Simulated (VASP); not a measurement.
Write the native input for VASP 6.6.1 that does the following.

| Property | Result |
| --- | --- |
| Task | relaxation of cell and atoms |
| Functional | PBE |
| Potentials or basis | VASP PAW PBE potentials, release 64 (Si, C) |
| Cutoff | 600 eV |
| k mesh | 10 × 10 × 10 |
| Occupations | gaussian, width 0.01 eV |
| Spin | no spin polarisation |
| Dipole correction | no |
| Further INCAR settings | ALGO = Normal; EDIFF = 1e-06; IBRION = 2; EDIFFG = -0.001; NSW = 80; ISIF = 3 |

The structure of SiC lies in POSCAR:

```
SiC
1.0
    0.0000000000      2.1790000000      2.1790000000
    2.1790000000      0.0000000000      2.1790000000
    2.1790000000      2.1790000000      0.0000000000
Si C
1 1
Direct
    0.0000000000      0.0000000000      0.0000000000
    0.2500000000      0.2500000000      0.2500000000
```

The input as run:

INCAR

```
PREC = Accurate ; ENCUT = 600
EDIFF = 1E-6 ; ISMEAR = 0
SIGMA = 0.01 ; LREAL = F
LASPH = T ; NELM = 100
ALGO = Normal ; ISIF = 3
LWAVE = F ; LCHARG = F
GGA = PE ; IBRION = 2
NSW = 80 ; EDIFFG = -0.001
```

KPOINTS

```
Automatic mesh
0
Gamma
  10 10 10
```

Potentials or basis: VASP PAW PBE potentials, release 64 (Si, C).

Run with:

```console
$ cat potpaw_PBE.64/Si/POTCAR potpaw_PBE.64/C/POTCAR > POTCAR
$ mpirun -np 1 vasp_std > vasp.out
```

It gave:

| Item | Value |
| --- | --- |
| Relaxed volume | 10.49 Å³/atom |
| Relaxed cell | a = 3.096 Å, b = 3.096 Å, c = 3.096 Å, α = 60.00°, β = 60.00°, γ = 60.00° |
| Space group after relaxing (to 0.05 Å) | F-43m (No. 216) |
| Energy gained by relaxing | 1.4 meV/atom |
| Ionic steps | 3 |
| Pressure after relaxing | 0.0 GPa |
| Band gap on the k mesh | 1.37 eV, indirect (least direct gap 4.53 eV) |

Wall time 16 s on 1 thread of Intel(R) Xeon(R) 6975P-C (Granite Rapids), with other jobs on the host, peak memory 0.15 GiB.
